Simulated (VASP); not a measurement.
Here is a VASP 6.6.1 calculation.

Contents of INCAR:

```
SYSTEM = LaZn
PREC = Accurate
ENCUT = 520
EDIFF = 1E-6
ISMEAR = 0
SIGMA = 0.1
LREAL = .FALSE.
LASPH = .TRUE.
NELM = 100
ALGO = Normal
ISIF = 2
LWAVE = .FALSE.
LCHARG = .FALSE.
GGA = PS
ISYM = 0
NBANDS = 18
```

KPOINTS

```
Automatic mesh
0
G
  9 7 13
  0 0 0
```

Contents of POSCAR:

```
LaZn
1.0
    3.6891764175      0.0000000000      0.0000000000
    0.0000000000      5.2172833236      0.0000000000
    0.0000000000      2.6086416618      2.6086416618
La Zn
1 1
Direct
    0.0000000000      0.0000000000      0.0000000000
    0.5000000000      0.5000000000      0.0000000000
```

Potentials or basis: VASP PAW PBE potentials, release 64 (La, Zn).

Command:

```bash
$ cat potpaw_PBE.64/La/POTCAR potpaw_PBE.64/Zn/POTCAR > POTCAR
$ mpirun -np 1 vasp_std > vasp.out
```

What does it give for the pressure?

0.1 GPa.

Caveat: the PAW data sets were made with another functional, which shifts forces and pressure a little.
